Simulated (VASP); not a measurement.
# Au: single point with BLYP

The system is Au.

```xyz
4
Lattice="2.9822 0.0000 0.0000 -1.4911 2.5827 0.0000 0.0000 0.0000 10.1166" Properties=species:S:1:pos:R:3 pbc="T T T"
Au    0.0000    0.0000   10.1166
Au    0.0000    0.0000    5.0583
Au    0.0000    1.7218    2.5292
Au    1.4911    0.8609    7.5875
```

This isn't the form of Au at room conditions, which is fcc.

```json
{"Program": "VASP 6.6.1", "Task": "single point", "Functional": "BLYP", "Potentials or basis": "VASP PAW PBE potentials, release 64 (Au)", "Cutoff": "520 eV", "k mesh": "16 × 16 × 4", "Occupations": "fermi-dirac, width 0.1 eV", "Spin": "no spin polarisation", "Dipole correction": "no", "Further INCAR settings": "ALGO = Normal; EDIFF = 1e-06; NBANDS = 30"}
```

```
Pressure               : 0.5 GPa
Band gap on the k mesh : zero (bands 22 and 23 overlap by 4.80 eV)
```

Stress tensor (GPa, compression positive):
```
0.69 0.00 0.00
0.00 0.69 0.00
0.00 0.00 0.21
```

Levels at points of the mesh, in eV from the Fermi level:
```csv
k point,band 20,band 21,band 22,band 23,band 24,band 25
"(0.00, 0.00, 0.00)",-2.48,-2.48,-2.04,-2.04,-0.41,1.91
"(0.50, 0.00, 0.00)",-1.70,0.12,0.84,1.06,1.36,3.02
"(0.00, 0.00, 0.50)",-2.63,-2.21,-2.21,-2.21,-2.21,5.07
"(0.50, 0.00, 0.50)",-1.71,0.54,0.54,1.28,1.28,3.72
```

Wall time 3.6 min on 1 thread of AMD EPYC 7R43 64-Core Processor (Zen 3), with other jobs on the host, peak memory 0.26 GiB.

Caveat: the PAW data sets were made with another functional, which shifts forces and pressure a little; spin-orbit coupling is left out, which moves the levels of the heavy elements.
